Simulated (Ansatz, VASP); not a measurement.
## Two plane-wave programs on Mg

```
Mg
1.0
     0.00000    2.25055    2.25055
     2.25055    0.00000    2.25055
     2.25055    2.25055    0.00000
Mg
1
Direct
  0.00000 0.00000 0.00000
```

Alike in both runs: task single point; functional revPBE; k mesh 13 × 13 × 13; occupations fermi-dirac, width 0.1 eV; no spin polarisation.

```csv
,VASP,Ansatz
version,VASP 6.6.1,Ansatz 0.2.0
potentials or method,"VASP PAW PBE potentials, release 64 (Mg), cutoff 520 eV","plane waves (420 eV) with PAW, scalar-relativistic"
valence electrons in the cell,2,10
```

```csv
,VASP,Ansatz,Ansatz less VASP
pressure (GPa),1.3,1.5,+0.18
```

VASP's potentials were made for PBE, not for revPBE. With one functional, cell and mesh, what is left measures potentials, basis and numerics. VASP's potentials hold 2 valence electrons a cell and Ansatz's 10, so a difference there can come from the potentials and not from the codes.
